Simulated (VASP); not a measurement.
A run of VASP 6.6.1 is set up as follows.

Contents of POSCAR:

```
Dy
1.0
    3.6406219816      0.0000000000      0.0000000000
   -1.8203109908      3.1528711216      0.0000000000
    0.0000000000      0.0000000000      5.5764365100
Dy
2
Direct
    0.3333333333      0.6666666667      0.2500000000
    0.6666666667      0.3333333333      0.7500000000
```

Contents of INCAR.step1:

```
PREC = Accurate ; ENCUT = 520
ISMEAR = -1 ; SIGMA = 0.03
LREAL = F ; LASPH = T
NELM = 150 ; ISPIN = 2
MAGMOM = 5 5 ; LMAXMIX = 6
NBANDS = 31 ; GGA = PE
ALGO = Normal ; EDIFF = 1E-4
LWAVE = T ; LCHARG = F
```

INCAR.step2

```
PREC = Accurate ; ENCUT = 520
EDIFF = 1E-8 ; ISMEAR = -1
SIGMA = 0.03 ; LREAL = F
LASPH = T ; NELM = 150
ALGO = Normal ; ISIF = 2
LWAVE = F ; LCHARG = F
ISPIN = 2 ; MAGMOM = 5 5
LORBIT = 11 ; LMAXMIX = 6
METAGGA = R2SCAN ; LMIXTAU = T
LEFG = T ; NBANDS = 31
ISTART = 1
```

KPOINTS

```
Automatic mesh
0
Gamma
  12 12 7
```

Potentials or basis: VASP PAW PBE potentials, release 64 (Dy).

Run with:

```sh
$ cat potpaw_PBE.64/Dy/POTCAR > POTCAR
$ cp INCAR.step1 INCAR
$ mpirun -np 1 vasp_std > vasp.out
$ cp INCAR.step2 INCAR
$ mpirun -np 1 vasp_std > vasp.out
```

What does it give for the pressure?

1.6 GPa.

Estimate the net moment.

11.08 μB per cell.

Estimate the site moments.

Dy +4.99 μB.

Electric field gradients, principal values (V/Å²):
```csv
atom,least,middle,greatest (by size)
1 Dy,-70.177,-70.179,140.356
2 Dy,-70.177,-70.179,140.356
```

Caveat: the magnetic or orbital state may not be the lowest; without QUAD_EFG the Cq values of the log hold for a quadrupole moment of 1 mb, not for the nuclei; the PAW data sets were made with another functional, which shifts forces and pressure a little. The state reached can hang on the start; a lower one may exist.
